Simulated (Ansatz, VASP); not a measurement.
# Two plane-wave programs on Nb

Contents of INCAR:

```
SYSTEM = Nb
PREC = Accurate ; ENCUT = 520
EDIFF = 1E-6 ; ISMEAR = 0
SIGMA = 0.15 ; LREAL = .False.
LASPH = .True. ; NELM = 100
ALGO = Normal ; ISIF = 2
LWAVE = .False. ; LCHARG = .False.
GGA = PS ; NBANDS = 12
```

File KPOINTS:

```
regular mesh
0
Gamma
  20 20 20
  0 0 0
```

File POSCAR:

```
Nb
1.0
   -1.6639500000      1.5391537500      1.6639500000
    1.6639500000     -1.5391537500      1.6639500000
    1.6639500000      1.5391537500     -1.6639500000
Nb
1
Direct
    0.0000000000      0.0000000000      0.0000000000
```

Input for Ansatz:

```yaml
crystal:
  lattice:
    - [-1.66395, 1.53915375, 1.66395]
    - [1.66395, -1.53915375, 1.66395]
    - [1.66395, 1.53915375, -1.66395]
  atoms:
    - { symbol: Nb, position: [0.0, 0.0, 0.0] }
basis:
  ecutwfc: 420
kpoints:
  mp_grid: { grid: [20, 20, 20] }
hamiltonian:
  xc: pbesol
scf:
  occupations: { method: gaussian, width: 0.15 }
output:
  forces: true
  stress: true
  eigenvalues: true
```

Change from the starting cell: strain -0.0750 x Voigt [0, 1, 0, 0, 0, 0], atoms carried along.

Alike in both runs: task single point; functional PBEsol; k mesh 20 × 20 × 20; occupations gaussian, width 0.15 eV; no spin polarisation.

```csv
,VASP,Ansatz
version,VASP 6.6.1,Ansatz 0.2.0
potentials or method,"VASP PAW PBE potentials, release 64 (Nb_sv), cutoff 520 eV","scalar-relativistic, plane waves, PAW"
valence electrons in the cell,13,13
```

VASP gave:

| Item | Value |
| --- | --- |
| gap on the k mesh at the Fermi level (eV) | none |
| pressure (GPa) | 5.3 |
| traceless stress, the component that is largest in VASP (GPa) | 5.81 |

Task: Which values does Ansatz return?

Result: gap on the k mesh at the Fermi level (eV): none; pressure (GPa): 5.7; traceless stress, the component that is largest in VASP (GPa): 5.86.

VASP's potentials were made for PBE, not for PBEsol. A gap of «none» marks a metal or a gap that the smearing closes. With one functional, cell and mesh, what is left measures potentials, basis and numerics.
